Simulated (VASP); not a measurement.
Write the native input for VASP 6.6.1 that does the following.

* Task: single point
* Functional: r2SCAN
* Potentials or basis: VASP PAW PBE potentials, release 64 (Si)
* Cutoff: 520 eV
* k mesh: 7 × 5 × 7
* Occupations: fermi-dirac, width 0.02 eV
* Spin: no spin polarisation
* Dipole correction: no
* Further INCAR settings: ALGO = Normal; EDIFF = 1e-07; NBANDS = 16

Si:

```xyz
4
Lattice="-2.7221 2.7221 0.0000 0.0000 0.0000 5.4442 2.7221 2.7221 0.0000" Properties=species:S:1:pos:R:3 pbc="T T T"
Si   -0.6805    2.0416    2.0416
Si    2.0416    2.0416    4.7637
Si    0.6805    0.6805    0.6805
Si    0.6805    3.4026    3.4026
```

These files were run (other wordings do the same):

POSCAR

```
Si
1.0
   -2.7221022929      2.7221022929      0.0000000000
    0.0000000000      0.0000000000      5.4442045858
    2.7221022929      2.7221022929      0.0000000000
Si
4
Direct
    0.5000000000      0.3750000000      0.2500000000
    0.0000000000      0.8750000000      0.7500000000
    0.0000000000      0.1250000000      0.2500000000
    0.5000000000      0.6250000000      0.7500000000
```

INCAR.step1

```
SYSTEM = Si
  PREC = Accurate
  ENCUT = 520
  ISMEAR = -1
  SIGMA = 0.02
  LREAL = .FALSE.
  LASPH = .TRUE.
  NELM = 80
  NBANDS = 16
  GGA = PE
  ALGO = Normal
  EDIFF = 1E-4
  LWAVE = .TRUE.
  LCHARG = .FALSE.
```

INCAR.step2

```
SYSTEM = Si
  PREC = Accurate
  ENCUT = 520
  EDIFF = 1E-7
  ISMEAR = -1
  SIGMA = 0.02
  LREAL = .FALSE.
  LASPH = .TRUE.
  NELM = 80
  ALGO = Normal
  ISIF = 2
  LWAVE = .FALSE.
  LCHARG = .FALSE.
  METAGGA = R2SCAN
  LMIXTAU = .TRUE.
  NBANDS = 16
  ISTART = 1
```

KPOINTS

```
Automatic mesh
0
G
  7 5 7
  0 0 0
```

Potentials or basis: VASP PAW PBE potentials, release 64 (Si).

The run is started by

```sh
$ cat potpaw_PBE.64/Si/POTCAR > POTCAR
$ cp INCAR.step1 INCAR
$ mpirun -np 1 vasp_std > vasp.out
$ cp INCAR.step2 INCAR
$ mpirun -np 1 vasp_std > vasp.out
```

It gave:

| Quantity | Value |
| --- | --- |
| Pressure | -0.2 GPa |
| Band gap on the k mesh | 0.79 eV |

Caveat: the PAW data sets were made with another functional, which shifts forces and pressure a little.

It took 51 s on 1 thread of Intel(R) Xeon(R) 6975P-C (Granite Rapids), on a shared host, peak memory 0.18 GiB.
